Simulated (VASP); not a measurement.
Input of a VASP 6.6.1 run:

The input INCAR:

```
SYSTEM = NiO2
PREC     = Accurate       ! precision mode
ENCUT    = 520            ! plane-wave cutoff, eV
EDIFF    = 1E-7           ! SCF threshold, eV
ISMEAR   = 0              ! smearing method
SIGMA    = 0.05           ! smearing width, eV
LREAL    = .False.        ! projectors in reciprocal space
LASPH    = .True.         ! aspherical terms in the spheres
NELM     = 60             ! most SCF steps
ALGO     = Normal         ! electronic algorithm
ISIF     = 2              ! what is computed and relaxed
LWAVE    = .False.        ! write WAVECAR
LCHARG   = .False.        ! write CHGCAR
GGA      = CA             ! functional
NBANDS   = 18             ! bands
```

KPOINTS

```
regular mesh
0
Gamma
  12 12 6
  0 0 0
```

POSCAR

```
NiO2
1.0
    2.7627792314      0.0000000000      0.0000000000
   -1.3813896157      2.3926369995      0.0000000000
    0.0000000000      0.0000000000      4.2061363981
Ni O
1 2
Direct
    0.0000000000      0.0000000000      0.5000000000
    0.6666666667      0.3333333333      0.7067356968
    0.3333333333      0.6666666667      0.2932643032
```

Potentials or basis: VASP PAW LDA potentials, release 64 (Ni, O).

Launch:

```sh
$ cat potpaw_LDA.64/Ni/POTCAR potpaw_LDA.64/O/POTCAR > POTCAR
$ mpirun -np 1 vasp_std > vasp.out
```

Q: Predict the pressure.

A: 10.2 GPa.

Q: What does it give for the largest force?

A: 1.152 eV/Å.

Q: What does it give for the band gap on the k mesh?

A: 0.75 eV, indirect (least direct gap 1.16 eV).

Forces in eV/Å, atoms in the order of the input:
```
Ni   0.000  0.000  0.000
O    0.000  0.000  1.152
O    0.000  0.000 -1.152
```

Caveat: forces of over 1 eV/Å act on the atoms, so gaps and moduli don't describe the material at rest. Spin polarisation is off, so any magnetic state and its effect on volume and gap are missing.
